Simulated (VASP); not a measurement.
# Ta4N5 (I4/m) in VASP: a series of runs, part 2 of 2

VASP 6.6.1.

**3. Single point, PBEsol**

This run uses another cell than the first one, of 11.22 Å³/atom.

Contents of INCAR:

```
SYSTEM = Ta4N5
ALGO = Normal ; EDIFF = 1E-6
ENCUT = 600 ; GGA = PS
GGA_COMPAT = .FALSE. ; ISIF = 2
ISMEAR = 0 ; LASPH = .TRUE.
LCHARG = .TRUE. ; LELF = .TRUE.
LREAL = .FALSE. ; LVHAR = .TRUE.
LWAVE = .FALSE. ; NBANDS = 44
NELM = 120 ; PREC = Accurate
SIGMA = 0.1
```

Contents of KPOINTS:

```
k-points
0
G
  10 10 10
  0 0 0
```

Contents of POSCAR:

```
Ta4N5
1.0
   -3.4362702628      3.4362702628      2.1374763015
    3.4362702628     -3.4362702628      2.1374763015
    3.4362702628      3.4362702628     -2.1374763015
Ta N
4 5
Direct
    0.7838562540      0.6049604494      0.3888167034
    0.3950395506      0.7838562540      0.1788958046
    0.6049604494      0.2161437460      0.8211041954
    0.2161437460      0.3950395506      0.6111832966
    0.5000000000      0.5000000000      0.0000000000
    0.9077484479      0.3074076497      0.2151560977
    0.6925923503      0.9077484479      0.6003407982
    0.3074076497      0.0922515521      0.3996592018
    0.0922515521      0.6925923503      0.7848439023
```

Potentials or basis: VASP PAW PBE potentials, release 64 (Ta_pv, N).

Started as:

```
cat potpaw_PBE.64/Ta_pv/POTCAR potpaw_PBE.64/N/POTCAR > POTCAR
mpirun -np 1 vasp_std > vasp.out
```

OUTCAR:

```text
SYSTEM = Ta4N5
   EDIFF = 1E-6
   ENCUT = 600
   GGA = PS
   ISIF = 2
   ISMEAR = 0
   LASPH = .TRUE.
   LREAL = .FALSE.
   NELM = 120
   PREC = Accurate

 ion  position               nearest neighbor table
   1  0.784  0.605  0.389-   5 2.08   8 2.15   8 2.15   7 2.17   9 2.20   6 2.22   2 2.94   3 2.94
                             4 2.96   4 2.96   3 3.17   3 3.17   2 3.17   2 3.17   4 3.30
   2  0.395  0.784  0.179-   5 2.08   6 2.15   6 2.15   9 2.17   8 2.20   7 2.22   1 2.94   4 2.94
                             3 2.96   3 2.96   4 3.17   4 3.17   1 3.17   1 3.17   3 3.30
   3  0.605  0.216  0.821-   5 2.08   9 2.15   9 2.15   6 2.17   7 2.20   8 2.22   4 2.94   1 2.94
                             2 2.96   2 2.96   1 3.17   1 3.17   4 3.17   4 3.17   2 3.30
   4  0.216  0.395  0.611-   5 2.08   7 2.15   7 2.15   8 2.17   6 2.20   9 2.22   3 2.94   2 2.94
                             1 2.96   1 2.96   2 3.17   2 3.17   3 3.17   3 3.17   1 3.30
   5  0.500  0.500  0.000-   2 2.08   3 2.08   1 2.08   4 2.08
   6  0.908  0.307  0.215-   2 2.15   2 2.15   3 2.17   4 2.20   1 2.22
   7  0.693  0.908  0.600-   4 2.15   4 2.15   1 2.17   3 2.20   2 2.22
   8  0.307  0.092  0.400-   1 2.15   1 2.15   4 2.17   2 2.20   3 2.22
   9  0.092  0.693  0.785-   3 2.15   3 2.15   2 2.17   1 2.20   4 2.22

  LATTYP: Found a body centered tetragonal cell.
[... 1329 lines left out ...]
     43      10.5707      0.00000
     44      11.0510      0.00000

 [... further k-points ...]

------------------------ aborting loop because EDIFF is reached ----------------------------------------

  FORCE on cell =-STRESS in cart. coord.  units (eV):
  Direction    XX          YY          ZZ          XY          YZ          ZX
  --------------------------------------------------------------------------------------
  -------------------------------------------------------------------------------------
  Total       -3.1245827     -3.1245827     -3.0853940     -0.0000000      0.0000000      0.0000000
  in kB      -49.5868680    -49.5868680    -48.9649464     -0.0000004      0.0000000      0.0000000
  external PRESSURE =     -49.3795608 kB  Pullay stress =       0.0000000 kB

 VOLUME and BASIS-vectors are now :
 -----------------------------------------------------------------------------
  energy-cutoff  :      600.00
  volume of cell :      100.96
      direct lattice vectors                 reciprocal lattice vectors
    -3.436270263  3.436270263  2.137476302     0.000000000  0.145506599  0.233920722
     3.436270263 -3.436270263  2.137476302     0.145506599  0.000000000  0.233920722
     3.436270263  3.436270263 -2.137476302     0.145506599  0.145506599  0.000000000

 POSITION                                       TOTAL-FORCE (eV/Angst)
 -----------------------------------------------------------------------------------
      0.72134      1.95081      2.13748         0.001313      0.001933      0.000000
      1.95081     -0.72134      2.13748         0.001933     -0.001313      0.000000
      1.48546      4.15762      0.00000        -0.001933      0.001313      0.000000
      2.71493      1.48546      0.00000        -0.001313     -0.001933      0.000000
      0.00000      0.00000      2.13748         0.000000     -0.000000      0.000000
     -1.32360      2.80227      2.13748        -0.017230      0.017361      0.000000
      2.80227      1.32360      2.13748         0.017361      0.017230     -0.000000
      0.63400      2.11267      0.00000        -0.017361     -0.017230      0.000000
      4.75987      0.63400      0.00000         0.017230     -0.017361     -0.000000
 -----------------------------------------------------------------------------------
    total drift:                               -0.000000     -0.000000      0.000000

  FREE ENERGIE OF THE ION-ELECTRON SYSTEM (eV)
  ---------------------------------------------------
  free  energy   TOTEN  =      -104.4353203109 eV

  energy  without entropy=     -104.4271332647  energy(sigma->0) =     -104.43122679
```

stdout:

```text
POSCAR found type information on POSCAR TaN
 POSCAR found :  2 types and       9 ions
 scaLAPACK will be used
 -----------------------------------------------------------------------------
|                                                                             |
|                                                                             |
|     You enforced a specific xc type in the INCAR file but a different       |
|     I HOPE YOU KNOW WHAT YOU ARE DOING!                                     |
|                                                                             |
 -----------------------------------------------------------------------------

 LDA part: xc-table for (Slater+PW92), standard interpolation
 POSCAR, INCAR and KPOINTS ok, starting setup
 FFT: planning ... GRIDC
 FFT: planning ... GRID_SOFT
 FFT: planning ... GRID
 WAVECAR not read
 entering main loop
```

It took 8.1 min on 1 thread of Intel Xeon 6975P-C (Granite Rapids), shared host; peak memory 0.67 GiB.

What came out:

```
Free energy            : -104.4353 eV
Pressure               : -4.9 GPa
Largest force          : 0.024 eV/Å
Band gap on the k mesh : zero (an odd number of electrons rules out a gap without spin polarisation)
```

Forces on the atoms (eV/Å):
```
Ta   0.001  0.002  0.000
Ta   0.002 -0.001  0.000
Ta  -0.002  0.001  0.000
Ta  -0.001 -0.002  0.000
N    0.000  0.000  0.000
N   -0.017  0.017  0.000
N    0.017  0.017  0.000
N   -0.017 -0.017  0.000
N    0.017 -0.017  0.000
```

Caveat: the cell stands under tension; the PAW data sets were made with another functional, which shifts forces and pressure a little; spin-orbit coupling is left out, which moves the levels of the heavy elements.
